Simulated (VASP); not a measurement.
# TaN (P-6m2) in VASP: further runs

TaN is run at these levels: PBE; tasks: single point.

Program: VASP 6.6.1. These are calculated values, not measurements. Logs are shortened: lines on timing, memory, paths and dates and some standing lists are left out, and cuts for length are marked.

**1. The cell of the first run**

The structure is hexagonal, space group P-6m2 (No. 187). Conventional cell: a = 2.977 Å, b = 2.977 Å, c = 2.921 Å, α = 90.00°, β = 90.00°, γ = 120.00°. Within 3.0 Å of Ta (site symmetry -6m2) lie 6 N at 2.26 Å and 8 Ta at 2.92 to 2.98 Å. Within 3.0 Å of N (site symmetry -6m2) lie 6 Ta at 2.26 Å and 8 N at 2.92 to 2.98 Å.

**2. Single point, PBE, collinear spin, ferromagnetic start (volume scaled by 1.04, then relaxed in part)**

File INCAR:

```
PREC     = Accurate       # precision mode
ENCUT    = 520            # plane-wave cutoff, eV
EDIFF    = 1E-6           # SCF threshold, eV
ISMEAR   = -1             # smearing method
SIGMA    = 0.05           # smearing width, eV
LREAL    = F              # projectors in reciprocal space
LASPH    = T              # aspherical terms in the spheres
NELM     = 150            # most SCF steps
ALGO     = Normal         # electronic algorithm
ISIF     = 2              # what is computed and relaxed
LWAVE    = F              # write WAVECAR
LCHARG   = F              # write CHGCAR
ISPIN    = 2              # spin polarisation
MAGMOM   = 2 0            # initial moments
LORBIT   = 11             # projections on sites
LMAXMIX  = 4              # l up to which the mixer works
GGA      = PE             # functional
NBANDS   = 19             # bands
```

File KPOINTS:

```
Automatic mesh
0
Gamma
  18 18 16
```

File POSCAR:

```
TaN
1.0
    2.9766611718      0.0000000000      0.0000000000
   -1.4883305859      2.5778641933      0.0000000000
    0.0000000000      0.0000000000      2.9209385612
Ta N
1 1
Direct
    0.3333333333      0.6666666667      0.5000000000
    0.0000000000      0.0000000000      0.0000000000
```

Potentials or basis: VASP PAW PBE potentials, release 64 (Ta_pv, N).

Started as:

```console
$ cat potpaw_PBE.64/Ta_pv/POTCAR potpaw_PBE.64/N/POTCAR > POTCAR
$ mpirun -np 1 vasp_std > vasp.out
```

OUTCAR:

```text
PREC = Accurate
   ENCUT = 520
   EDIFF = 1E-6
   ISMEAR = -1
   LREAL = F
   LASPH = T
   NELM = 150
   ISIF = 2
   ISPIN = 2
   LORBIT = 11
   GGA = PE

 ion  position               nearest neighbor table
   1  0.333  0.667  0.500-   2 2.26   2 2.26   2 2.26   2 2.26   2 2.26   2 2.26
   2  0.000  0.000  0.000-   1 2.26   1 2.26   1 2.26   1 2.26   1 2.26   1 2.26

  LATTYP: Found a hexagonal cell.
 ALAT       =     2.9766611718
 C/A-ratio  =     0.9812801635

  Lattice vectors:

 A1 = (   2.9766611718,   0.0000000000,   0.0000000000)
 A2 = (  -1.4883305859,   2.5778641933,   0.0000000000)
 A3 = (   0.0000000000,   0.0000000000,   2.9209385612)

Analysis of symmetry for initial positions (statically):
=====================================================================
 Subroutine PRICEL returns:
 Original cell was already a primitive cell.

 Routine SETGRP: Setting up the symmetry group for a
 hexagonal supercell.

 Subroutine GETGRP returns: Found 12 space group operations
 (whereof 12 operations were pure point group operations)
 out of a pool of 24 trial point group operations.

The static configuration has the point symmetry D_3h.

Analysis of symmetry for dynamics (positions and initial velocities):
=====================================================================
 Subroutine PRICEL returns:
 Original cell was already a primitive cell.

 Routine SETGRP: Setting up the symmetry group for a
 hexagonal supercell.

 Subroutine GETGRP returns: Found 12 space group operations
 (whereof 12 operations were pure point group operations)
 out of a pool of 24 trial point group operations.

The dynamic configuration has the point symmetry D_3h.

Analysis of structural, dynamic, and magnetic symmetry:
=====================================================================
 Subroutine PRICEL returns:
 Original cell was already a primitive cell.

 Routine SETGRP: Setting up the symmetry group for a
 hexagonal supercell.

 Subroutine GETGRP returns: Found 12 space group operations
 (whereof 12 operations were pure point group operations)
 out of a pool of 24 trial point group operations.

The overall configuration has the point symmetry D_3h.

 Subroutine INISYM returns: Found 12 space group operations
 (whereof 12 operations are pure point group operations),
 and found     1 'primitive' translations

----------------------------------------------------------------------------------------

                                     Primitive cell

  volume of cell :      22.4136

  direct lattice vectors                    reciprocal lattice vectors
     2.976661172  0.000000000  0.000000000     0.335946869  0.193959015  0.000000000
    -1.488330586  2.577864193  0.000000000     0.000000000  0.387918030  0.000000000
     0.000000000  0.000000000  2.920938561     0.000000000  0.000000000  0.342355712

  length of vectors
     2.976661172  2.976661172  2.920938561     0.387918030  0.387918030  0.342355712

  position of ions in fractional coordinates (direct lattice)
     0.333333333  0.666666667  0.500000000
     0.000000000  0.000000000  0.000000000

  ion indices of the primitive-cell ions
   primitive index   ion index
                 1           1
                 2           2

----------------------------------------------------------------------------------------

 KPOINTS: Automatic mesh

Automatic generation of k-mesh.
 Grid dimensions read from file:
 generate k-points for:   18   18   16

 Generating k-lattice:

  Cartesian coordinates                     Fractional coordinates (reciprocal lattice)
     0.018663715  0.010775501  0.000000000     0.055555556  0.000000000  0.000000000
     0.000000000  0.021551002  0.000000000     0.000000000  0.055555556  0.000000000
     0.000000000  0.000000000  0.021397232     0.000000000  0.000000000  0.062500000

  Length of vectors
     0.021551002  0.021551002  0.021397232

  Shift w.r.t. Gamma in fractional coordinates (k-lattice)
     0.000000000  0.000000000  0.000000000

 Subroutine IBZKPT returns following result:
 ===========================================

 Found    333 irreducible k-points:

 Following reciprocal coordinates:
            Coordinates               Weight
  0.000000  0.000000  0.000000      1.000000
  0.055556  0.000000  0.000000      6.000000
  0.111111  0.000000  0.000000      6.000000
  0.166667  0.000000  0.000000      6.000000
  0.222222 -0.000000  0.000000      6.000000
  0.277778  0.000000  0.000000      6.000000
[... 16 lines left out ...]
  0.333333  0.111111  0.000000     12.000000
  0.388889  0.111111  0.000000     12.000000
 [... further k-points ...]
   k-points           NKPTS =    333   k-points in BZ     NKDIM =    333   number of bands    NBANDS=     19
   number of dos      NEDOS =    301   number of ions     NIONS =      2
   total plane-waves  NPLWV =  13824
   dimension x,y,z NGX =    24 NGY =   24 NGZ =   24
   dimension x,y,z NGXF=    48 NGYF=   48 NGZF=   48
   ions per type =               1   1
   NGX,Y,Z   is equivalent  to a cutoff of  13.40, 13.40, 13.66 a.u.
   NGXF,Y,Z  is equivalent  to a cutoff of  26.81, 26.81, 27.32 a.u.
 SYSTEM =  unknown system
   PREC   = accura    normal or accurate (medium, high low for compatibility)
   ISTART =      0    job   : 0-new  1-cont  2-samecut
   ICHARG =      2    charge: 1-file 2-atom 10-const
   ISPIN  =      2    spin polarized calculation?
   LNONCOLLINEAR =      F non collinear calculations
   LSORBIT =      F    spin-orbit coupling
   LASPH  =      T    aspherical Exc in radial PAW
   ENCUT  =  520.0 eV  38.22 Ry    6.18 a.u.   5.53  5.53  5.43*2*pi/ulx,y,z
   NELM   =    150;   NELMIN=  2; NELMDL= -5     # of ELM steps
   EDIFF  = 0.1E-05   stopping-criterion for ELM
   LREAL  =      F    real-space projection
   EDIFFG = 0.1E-04   stopping-criterion for IOM
   NSW    =      0    number of steps for IOM
   IBRION =     -1    ionic relax: 0-MD 1-quasi-New 2-CG
   NFREE  =      0    steps in history (QN), initial steepest desc. (CG)
   ISIF   =      2    stress and relaxation
   ISYM   =      2    0-nonsym 1-usesym 2-fastsym
   POTIM  = 0.5000    time-step for ionic-motion
   TEBEG  =    0.0;   TEEND  =   0.0 temperature during run
   PSTRESS=    0.0 pullay stress
   NELECT =      16.0000    total number of electrons
   NUPDOWN=      -1.0000    fix difference up-down
   EMIN   =  10.00;   EMAX   =-10.00  energy-range for DOS
   EFERMI =   0.00;   METHOD = LEGACY
   ISMEAR =    -1;   SIGMA  =   0.05  broadening in eV -4-tet -1-fermi 0-gaus
   EFERMI_NEDOS =   21; number of points for ismear=-14 and -15
   IALGO  =     38    algorithm
   IMIX   =      4    mixing-type and parameters
     AMIX     =   0.40;   BMIX     =  1.00
     AMIX_MAG =   1.60;   BMIX_MAG =  1.00
  volume/ion in A,a.u.               =      11.21        75.63
  Fermi-wavevector in a.u.,A,eV,Ry     =   1.463112  2.764881 29.125943  2.140696
  Thomas-Fermi vector in A             =   2.579245
   LORBIT       =     11    0 simple, 1 ext, 2 COOP (PROOUT), +10 PAW based schemes
   GGA     = PE    functional components
   LHFCALC =     F    Hartree Fock is set to
   AEXX    =    0.0000 exact exchange contribution
   IVDW    =     0    specifies the selected vdW correction
   LEPSILON=     F    determine dielectric tensor
   LRPA    =     F    only Hartree local field effects (RPA)
 spin polarized calculation
  energy-cutoff  :      520.00
  volume of cell :       22.41
 maximum number of plane-waves:       634
 NGX is ok and might be reduce to    24
   NGX = 11   NGY = 11   NGZ = 11

 number of electron      16.0000001 magnetization      -0.0003597

 number of electron      16.0000001 magnetization       0.0000970

 Free energy of the ion-electron system (eV)
  ---------------------------------------------------
  ext. energy  EPLUGINS =         0.00000000
  ---------------------------------------------------
  free energy    TOTEN  =       -22.43383258 eV

  energy without entropy =      -22.43332791  energy(sigma->0) =      -22.43358025

 E-fermi :   7.8366     XC(G=0): -13.1314

 val. band max:        7.7984576684   @ k =   0.0000   0.0000   0.4375
 cond. band min:       7.8730504651   @ k =   0.0556   0.0000   0.5000
 fundamental gap:      0.0745927967
 Fermi energy:         7.8365650567

 spin component 1

 k-point     1 :       0.0000    0.0000    0.0000
  band No.  band energies     occupation
      1     -27.1158      1.00000
      2     -26.8708      1.00000
      3     -26.8708      1.00000
      4      -9.6347      1.00000
      5       3.4553      1.00000
      6       3.4553      1.00000
[... 11 lines left out ...]
     18      26.0059      0.00000
     19      30.9496      0.00000

 k-point     2 :       0.0556    0.0000    0.0000
  band No.  band energies     occupation
      1     -27.1121      1.00000
      2     -26.8999      1.00000
      3     -26.8771      1.00000
      4      -9.5750      1.00000
      5       3.2535      1.00000
      6       3.5010      1.00000
[... 11 lines left out ...]
     18      25.7824      0.00000
     19      31.0989      0.00000

 k-point     3 :       0.1111    0.0000    0.0000
  band No.  band energies     occupation
      1     -27.1016      1.00000
      2     -26.9828      1.00000
      3     -26.8951      1.00000
      4      -9.4021      1.00000
      5       2.7670      1.00000
      6       3.6309      1.00000
[... 434 lines left out ...]
      1     -27.6477      1.00000
      2     -27.1127      1.00000
      3     -27.0037      1.00000
      4      -7.6816      1.00000
      5       0.1818      1.00000
      6       3.0367      1.00000
[... 11 lines left out ...]
     18      26.3817      0.00000
     19      30.1641      0.00000

 k-point    24 :       0.3889    0.1111    0.0000
  band No.  band energies     occupation
      1     -27.7108      1.00000
      2     -27.1352      1.00000
      3     -26.9936      1.00000
      4      -7.4859      1.00000
      5      -0.0080      1.00000
      6       2.9088      1.00000
[... 11 lines left out ...]
     18      26.5982      0.00000
     19      30.1001      0.00000

 [... further k-points ...]

 spin component 2

 k-point     1 :       0.0000    0.0000    0.0000
  band No.  band energies     occupation
      1     -27.1158      1.00000
      2     -26.8709      1.00000
      3     -26.8709      1.00000
      4      -9.6347      1.00000
      5       3.4553      1.00000
      6       3.4553      1.00000
[... 11 lines left out ...]
     18      26.0059      0.00000
     19      30.9497      0.00000

 k-point     2 :       0.0556    0.0000    0.0000
  band No.  band energies     occupation
      1     -27.1122      1.00000
      2     -26.8999      1.00000
      3     -26.8771      1.00000
      4      -9.5750      1.00000
      5       3.2535      1.00000
      6       3.5010      1.00000
[... 11 lines left out ...]
     18      25.7825      0.00000
     19      31.0989      0.00000

 k-point     3 :       0.1111    0.0000    0.0000
  band No.  band energies     occupation
      1     -27.1017      1.00000
      2     -26.9828      1.00000
      3     -26.8951      1.00000
      4      -9.4021      1.00000
      5       2.7670      1.00000
      6       3.6309      1.00000
[... 434 lines left out ...]
      1     -27.6478      1.00000
      2     -27.1127      1.00000
      3     -27.0037      1.00000
      4      -7.6816      1.00000
      5       0.1818      1.00000
      6       3.0367      1.00000
[... 11 lines left out ...]
     18      26.3817      0.00000
     19      30.1642      0.00000

 k-point    24 :       0.3889    0.1111    0.0000
  band No.  band energies     occupation
      1     -27.7108      1.00000
      2     -27.1352      1.00000
      3     -26.9937      1.00000
      4      -7.4860      1.00000
      5      -0.0080      1.00000
      6       2.9088      1.00000
[... 11 lines left out ...]
     18      26.5982      0.00000
     19      30.1002      0.00000

 [... further k-points ...]

------------------------ aborting loop because EDIFF is reached ----------------------------------------

  FORCE on cell =-STRESS in cart. coord.  units (eV):
  Direction    XX          YY          ZZ          XY          YZ          ZX
  --------------------------------------------------------------------------------------
  -------------------------------------------------------------------------------------
  Total       -1.0631037     -1.0631037     -1.0893691      0.0000000      0.0000000      0.0000000
  in kB      -75.9931303    -75.9931303    -77.8706425      0.0000000      0.0000000      0.0000000
  external PRESSURE =     -76.6189677 kB  Pullay stress =       0.0000000 kB

 VOLUME and BASIS-vectors are now :
 -----------------------------------------------------------------------------
  energy-cutoff  :      520.00
  volume of cell :       22.41
      direct lattice vectors                 reciprocal lattice vectors
     2.976661172  0.000000000  0.000000000     0.335946869  0.193959015  0.000000000
    -1.488330586  2.577864193  0.000000000     0.000000000  0.387918030  0.000000000
     0.000000000  0.000000000  2.920938561     0.000000000  0.000000000  0.342355712

 POSITION                                       TOTAL-FORCE (eV/Angst)
 -----------------------------------------------------------------------------------
     -0.00000      1.71858      1.46047        -0.000000     -0.000000      0.000000
      0.00000      0.00000      0.00000         0.000000      0.000000      0.000000
 -----------------------------------------------------------------------------------
    total drift:                                0.000000     -0.000000     -0.000000

  FREE ENERGIE OF THE ION-ELECTRON SYSTEM (eV)
  ---------------------------------------------------
  free  energy   TOTEN  =       -22.4338325818 eV

  energy  without entropy=      -22.4333279125  energy(sigma->0) =      -22.43358025

 total charge

# of ion       s       p       d       tot
------------------------------------------
    1        0.295   6.242   2.370   8.907
    2        1.227   2.477   0.000   3.704
--------------------------------------------------
tot          1.522   8.719   2.370  12.611

 magnetization (x)

# of ion       s       p       d       tot
------------------------------------------
    1        0.000   0.000   0.000   0.000
    2       -0.000  -0.000   0.000  -0.000
--------------------------------------------------
tot         -0.000  -0.000   0.000   0.000
```

Wall time 2.5 min (1 thread of Intel Xeon 6975P-C, shared host); peak memory 0.32 GiB.

Results:

- Free energy: -22.4338 eV
- Pressure: -7.7 GPa
- Band gap on the k mesh: zero (filled and empty bands overlap)
- Net moment: 0.00 μB per cell
- Valence electrons inside the program's atomic spheres: Ta 8.91; N 3.70

Stress tensor (GPa, compression positive):
```
-7.60  0.00  0.00
 0.00 -7.60  0.00
 0.00  0.00 -7.79
```

Caveat: spin-orbit coupling is left out, which moves the levels of the heavy elements.

(Part 1 of 2 ends here.)
